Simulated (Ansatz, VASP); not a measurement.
## Sc4Ta in VASP and in Ansatz

```
Sc Ta
1.0
    -3.24964    3.24964    3.24964
     3.24964   -3.24964    3.24964
     3.24964    3.24964   -3.24964
Sc Ta
4 1
Direct
  0.00000 0.00000 0.50000
  0.00000 0.50000 0.00000
  0.50000 0.00000 0.00000
  0.50000 0.50000 0.50000
  0.00000 0.00000 0.00000
```

Change from the starting cell: species swapped into the CrGa4 type (Im-3m, No. 229).

Alike in both runs: functional PBE; k mesh 8 × 8 × 8; occupations gaussian, width 0.1 eV; no spin polarisation.

Ansatz relaxed the structure, and its values are those at the end. VASP's run is a single point on that final structure, the one shown.

|  | VASP | Ansatz |
| --- | --- | --- |
| version | VASP 6.6.1 | Ansatz 0.2.0 |
| potentials or method | VASP PAW PBE potentials, release 64 (Sc_sv, Ta_pv), cutoff 520 eV | scalar-relativistic, plane waves, PAW |
| valence electrons in the cell | 55 | 57 |

|  | VASP | Ansatz | Ansatz less VASP |
| --- | --- | --- | --- |
| gap on the k mesh at the Fermi level (eV) | none | none | - |
| pressure (GPa) | 0.0 | 0.0 | -0.05 |

A gap of «none» marks a metal or a gap that the smearing closes. With one functional, cell and mesh, what is left measures potentials, basis and numerics. VASP's potentials hold 55 valence electrons a cell and Ansatz's 57, so a difference there can come from the potentials and not from the codes.

Spin-orbit coupling is off throughout.
